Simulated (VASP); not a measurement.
# MoS2 in VASP: single point with PBE

Aim: the single point of MoS2 with PBE.

Everything below comes from runs of VASP 6.6.1. Logs are shortened: lines on timing, memory, paths and dates and some standing lists are left out, and cuts for length are marked.

## 1. The cell of the first run

The cell holds a slab with vacuum, 12 atoms: a = 3.184 Å, b = 3.129 Å, c = 34.479 Å, α = 90.00°, β = 90.00°, γ = 118.27°.

## 2. Single point, PBE

INCAR

```
SYSTEM = MoS2
  PREC = Accurate
  ENCUT = 520
  EDIFF = 1E-7
  ISMEAR = -1
  SIGMA = 0.05
  LREAL = .FALSE.
  LASPH = .TRUE.
  NELM = 100
  ALGO = Normal
  ISIF = 2
  LWAVE = .FALSE.
  LCHARG = .FALSE.
  GGA = PE
  NBANDS = 64
```

KPOINTS

```
regular mesh
0
G
  7 7 1
  0 0 0
```

POSCAR

```
MoS2
1.0
    3.1837189491      0.0636743790      0.0000000000
   -1.5367158447      2.7253442989      0.0000000000
    0.0000000000      0.0000000000     34.4792384800
Mo S
4 8
Direct
    0.3368226573      0.6660363177      0.1052015232
    0.3348451032      0.6664845576      0.6826841795
    0.6651548968      0.3335154424      0.3173158205
    0.6631773427      0.3339636823      0.8947984768
    0.6738047765      0.3323181597      0.0598787863
    0.6718241785      0.3327658324      0.6373631389
    0.3281739458      0.6672330736      0.2719923846
    0.3261956504      0.6676820990      0.8494758091
    0.6738043496      0.3323179010      0.1505241909
    0.6718260542      0.3327669264      0.7280076154
    0.3281758215      0.6672341676      0.3626368611
    0.3261952235      0.6676818403      0.9401212137
```

Potentials or basis: VASP PAW PBE potentials, release 64 (Mo_sv, S).

Started as:

```console
> cat potpaw_PBE.64/Mo_sv/POTCAR potpaw_PBE.64/S/POTCAR > POTCAR
> mpirun -np 1 vasp_std > vasp.out
```

OUTCAR:

```text
SYSTEM = MoS2
   PREC = Accurate
   ENCUT = 520
   EDIFF = 1E-7
   ISMEAR = -1
   LREAL = .FALSE.
   LASPH = .TRUE.
   NELM = 100
   ISIF = 2
   GGA = PE

 ion  position               nearest neighbor table
   1  0.337  0.666  0.105-   9 2.40   5 2.40   9 2.41   5 2.41   9 2.43   5 2.43
   2  0.335  0.666  0.683-   6 2.40  10 2.40   6 2.41  10 2.41   6 2.43  10 2.43
   3  0.665  0.334  0.317-  11 2.40   7 2.40  11 2.41   7 2.41  11 2.43   7 2.43
   4  0.663  0.334  0.895-   8 2.40  12 2.40   8 2.41  12 2.41   8 2.43  12 2.43
   5  0.674  0.332  0.060-   1 2.40   1 2.41   1 2.43
   6  0.672  0.333  0.637-   2 2.40   2 2.41   2 2.43
   7  0.328  0.667  0.272-   3 2.40   3 2.41   3 2.43
   8  0.326  0.668  0.849-   4 2.40   4 2.41   4 2.43
   9  0.674  0.332  0.151-   1 2.40   1 2.41   1 2.43
  10  0.672  0.333  0.728-   2 2.40   2 2.41   2 2.43
  11  0.328  0.667  0.363-   3 2.40   3 2.41   3 2.43
  12  0.326  0.668  0.940-   4 2.40   4 2.41   4 2.43

  Warning from LATTYP: Monoclinic adjustment (A1->A3, A2->A1, A3->A2)!
  LATTYP: Found a simple monoclinic cell.
 ALAT       =     3.1287373068
 B/A-ratio  =    11.0201768634
 C/A-ratio  =     1.0177766035
 COS(beta)  =    -0.4736455830

  Lattice vectors:

 A1 = (  -1.5367158447,   2.7253442989,   0.0000000000)
 A2 = (   0.0000000000,   0.0000000000,  34.4792384800)
 A3 = (   3.1837189491,   0.0636743790,   0.0000000000)

Analysis of symmetry for initial positions (statically):
=====================================================================
 Subroutine PRICEL returns:
 Original cell was already a primitive cell.

 Routine SETGRP: Setting up the symmetry group for a
 simple monoclinic supercell.

 Subroutine GETGRP returns: Found  2 space group operations
 (whereof  2 operations were pure point group operations)
 out of a pool of  4 trial point group operations.

The static configuration has the point symmetry S_2 .

Analysis of symmetry for dynamics (positions and initial velocities):
=====================================================================
 Subroutine PRICEL returns:
 Original cell was already a primitive cell.

 Routine SETGRP: Setting up the symmetry group for a
 simple monoclinic supercell.

[... 129 lines left out ...]
   ISIF   =      2    stress and relaxation
   ISYM   =      2    0-nonsym 1-usesym 2-fastsym
   POTIM  = 0.5000    time-step for ionic-motion
   TEBEG  =    0.0;   TEEND  =   0.0 temperature during run
   PSTRESS=    0.0 pullay stress
   NELECT =     104.0000    total number of electrons
   NUPDOWN=      -1.0000    fix difference up-down
   EMIN   =  10.00;   EMAX   =-10.00  energy-range for DOS
   EFERMI =   0.00;   METHOD = LEGACY
   ISMEAR =    -1;   SIGMA  =   0.05  broadening in eV -4-tet -1-fermi 0-gaus
   EFERMI_NEDOS =   21; number of points for ismear=-14 and -15
   IALGO  =     38    algorithm
   IMIX   =      4    mixing-type and parameters
     AMIX     =   0.40;   BMIX     =  1.00
     AMIX_MAG =   1.60;   BMIX_MAG =  1.00
  volume/ion in A,a.u.               =      25.21       170.14
  Fermi-wavevector in a.u.,A,eV,Ry     =   1.146809  2.167156 17.894002  1.315172
  Thomas-Fermi vector in A             =   2.283492
   LORBIT       =      0    0 simple, 1 ext, 2 COOP (PROOUT), +10 PAW based schemes
   GGA     = PE    functional components
   LHFCALC =     F    Hartree Fock is set to
   AEXX    =    0.0000 exact exchange contribution
   IVDW    =     0    specifies the selected vdW correction
   LEPSILON=     F    determine dielectric tensor
   LRPA    =     F    only Hartree local field effects (RPA)
 non-spin polarized calculation
  energy-cutoff  :      520.00
  volume of cell :      302.54
 maximum number of plane-waves:      8202
   NGX = 11   NGY = 11   NGZ =129

 number of electron     104.0000002 magnetization

 Free energy of the ion-electron system (eV)
  ---------------------------------------------------
  ext. energy  EPLUGINS =         0.00000000
  ---------------------------------------------------
  free energy    TOTEN  =       -87.33966368 eV

  energy without entropy =      -87.33966366  energy(sigma->0) =      -87.33966367

 E-fermi :   4.0635     XC(G=0):  -8.2672

 val. band max:        3.2983517836   @ k =   0.0000   0.0000   0.0000
 cond. band min:       4.9449257240   @ k =   0.2857   0.2857   0.0000
 fundamental gap:      1.6465739404
 Fermi energy:         4.0635054555

 k-point     1 :       0.0000    0.0000    0.0000
  band No.  band energies     occupation
      1     -57.7503      2.00000
      2     -57.7503      2.00000
      3     -57.7500      2.00000
      4     -57.7500      2.00000
      5     -31.8902      2.00000
      6     -31.8902      2.00000
[... 1597 lines left out ...]
     63       6.2074      0.00000
     64       6.2598      0.00000

 [... further k-points ...]

------------------------ aborting loop because EDIFF is reached ----------------------------------------

  FORCE on cell =-STRESS in cart. coord.  units (eV):
  Direction    XX          YY          ZZ          XY          YZ          ZX
  --------------------------------------------------------------------------------------
  -------------------------------------------------------------------------------------
  Total        0.1581090      0.4941522     -0.2184578     -4.3440027      0.0001485      0.0001705
  in kB        0.8373042      2.6169014     -1.1568957    -23.0047054      0.0007864      0.0009027
  external PRESSURE =       0.7657699 kB  Pullay stress =       0.0000000 kB

 VOLUME and BASIS-vectors are now :
 -----------------------------------------------------------------------------
  energy-cutoff  :      520.00
  volume of cell :      302.54
      direct lattice vectors                 reciprocal lattice vectors
     3.183718949  0.063674379  0.000000000     0.310595423  0.175132701  0.000000000
    -1.536715845  2.725344299  0.000000000    -0.007256687  0.362834352  0.000000000
     0.000000000  0.000000000 34.479238480     0.000000000  0.000000000  0.029002961

 POSITION                                       TOTAL-FORCE (eV/Angst)
 -----------------------------------------------------------------------------------
      0.04884      1.83663      3.62727         0.000621     -0.000107      0.000294
      0.04186      1.83772     23.53843         0.000742     -0.000091     -0.000481
      1.60515      0.95130     10.94081        -0.000742      0.000091      0.000481
      1.59816      0.95239     30.85197        -0.000621      0.000107     -0.000294
      1.63453      0.94859      2.06457        -0.000481      0.000066      0.012558
      1.62753      0.94968     21.97580        -0.000473      0.000018      0.011387
      0.01947      1.83934      9.37809         0.000408     -0.000038      0.012341
      0.01248      1.84043     29.28928         0.000464     -0.000000      0.011914
      1.63453      0.94858      5.18996        -0.000464      0.000000     -0.011914
      1.62754      0.94968     25.10115        -0.000408      0.000038     -0.012341
      0.01947      1.83934     12.50344         0.000473     -0.000018     -0.011387
      0.01248      1.84043     32.41466         0.000481     -0.000066     -0.012558
 -----------------------------------------------------------------------------------
    total drift:                                0.000000     -0.000000     -0.000000

  FREE ENERGIE OF THE ION-ELECTRON SYSTEM (eV)
  ---------------------------------------------------
  free  energy   TOTEN  =       -87.3396636830 eV

  energy  without entropy=      -87.3396636632  energy(sigma->0) =      -87.33966367
```

OSZICAR:

```text
N       E                     dE             d eps       ncg     rms          rms(c)
DAV:   1     0.948449284238E+03    0.94845E+03   -0.57092E+04  3720   0.147E+03
DAV:   2    -0.285775808377E+02   -0.97703E+03   -0.95012E+03  3896   0.373E+02
DAV:   3    -0.911233815184E+02   -0.62546E+02   -0.61539E+02  3984   0.840E+01
[... 14 lines left out ...]
DAV:  18    -0.873396195117E+02   -0.67007E-04   -0.91617E-06  3600   0.136E-02    0.494E-03
DAV:  19    -0.873396541713E+02   -0.34660E-04   -0.45692E-06  3424   0.947E-03    0.399E-03
DAV:  20    -0.873396626690E+02   -0.84977E-05   -0.16601E-06  3408   0.488E-03    0.273E-03
DAV:  21    -0.873396636741E+02   -0.10051E-05   -0.16583E-07  2776   0.143E-03    0.256E-03
DAV:  22    -0.873396636830E+02   -0.89167E-08   -0.17961E-08  1992   0.477E-04
   1 F= -.87339664E+02 E0= -.87339664E+02  d E =-.198647E-07
```

stdout:

```text
POSCAR found type information on POSCAR MoS
 POSCAR found :  2 types and      12 ions
 scaLAPACK will be used
 LDA part: xc-table for (Slater+PW92), standard interpolation
 POSCAR, INCAR and KPOINTS ok, starting setup
 FFT: planning ... GRIDC
 FFT: planning ... GRID_SOFT
 FFT: planning ... GRID
 WAVECAR not read
 entering main loop
```

Wall time 25 min (1 thread of Intel Xeon 8259CL, shared host); peak memory 0.61 GiB.

Results:

- Free energy: -87.3397 eV
- Largest force: 0.013 eV/Å
- Band gap on the k mesh: 1.65 eV (least direct gap 1.99 eV)

Forces in eV/Å, atoms in the order of the input:
```
Mo   0.001  0.000  0.000
Mo   0.001  0.000  0.000
Mo  -0.001  0.000  0.000
Mo  -0.001  0.000  0.000
S    0.000  0.000  0.013
S    0.000  0.000  0.011
S    0.000  0.000  0.012
S    0.000  0.000  0.012
S    0.000  0.000 -0.012
S    0.000  0.000 -0.012
S    0.000  0.000 -0.011
S    0.000  0.000 -0.013
```

Levels at points of the mesh, in eV from the valence-band top:
```tsv
k point	band 48	band 49	band 50	band 51	band 52	band 53	band 54	band 55	band 56	band 57
(0.00, 0.00, 0.00)	-1.53	-0.35	-0.23	-0.10	0.00	2.47	2.47	2.47	2.47	2.64
```

Caveat: there is no dipole correction, which matters where the two faces differ.
